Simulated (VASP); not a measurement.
Wanted: the native input for a VASP 6.6.1 run.

| Property | Result |
| --- | --- |
| Task | single point |
| Functional | PBE |
| Potentials or basis | VASP PAW PBE potentials, release 64 (Be, Zn, O) |
| Cutoff | 520 eV |
| k mesh | 16 × 16 × 10 |
| Occupations | gaussian, width 0.1 eV |
| Spin | no spin polarisation |
| Dipole correction | no |
| Further INCAR settings | ALGO = Normal; EDIFF = 1e-07; NBANDS = 20 |

The structure of Be3ZnO lies in POSCAR:

```
Be3ZnO
1.0
    4.7001201370     -1.2815370411     -0.0036980422
    4.7001201370      1.2815370411     -0.0036980422
   -2.1264010273      0.0000000000      3.9374596854
Be Zn O
3 1 1
Direct
    0.8872752483      0.8872752483      0.7020520284
    0.6563043011      0.6563043011      0.1577998097
    0.3736440740      0.3736440740      0.2226611139
    0.1315435828      0.1315435828      0.6285422121
    0.4503553394      0.4503553394      0.9556115026
```

One way to write it, as run:

INCAR

```
SYSTEM = Be3ZnO
PREC = Accurate ; ENCUT = 520
EDIFF = 1E-7 ; ISMEAR = 0
SIGMA = 0.1 ; LREAL = .False.
LASPH = .True. ; NELM = 80
ALGO = Normal ; ISIF = 2
LWAVE = .False. ; LCHARG = .False.
GGA = PE ; NBANDS = 20
```

KPOINTS

```
Automatic mesh
0
Gamma
  16 16 10
  0 0 0
```

Potentials or basis: VASP PAW PBE potentials, release 64 (Be, Zn, O).

Command:

```console
$ cat potpaw_PBE.64/Be/POTCAR potpaw_PBE.64/Zn/POTCAR potpaw_PBE.64/O/POTCAR > POTCAR
$ mpirun -np 1 vasp_std > vasp.out
```

Results of the run:

```json
{
  "Pressure": "0.3 GPa",
  "Largest force": "0.043 eV/Å",
  "Band gap on the k mesh": "zero (bands 12 and 13 overlap by 2.05 eV)"
}
```

Wall time 15 min on 1 thread of Intel(R) Xeon(R) Platinum 8559C (Emerald Rapids), with other jobs on the host, peak memory 0.74 GiB.
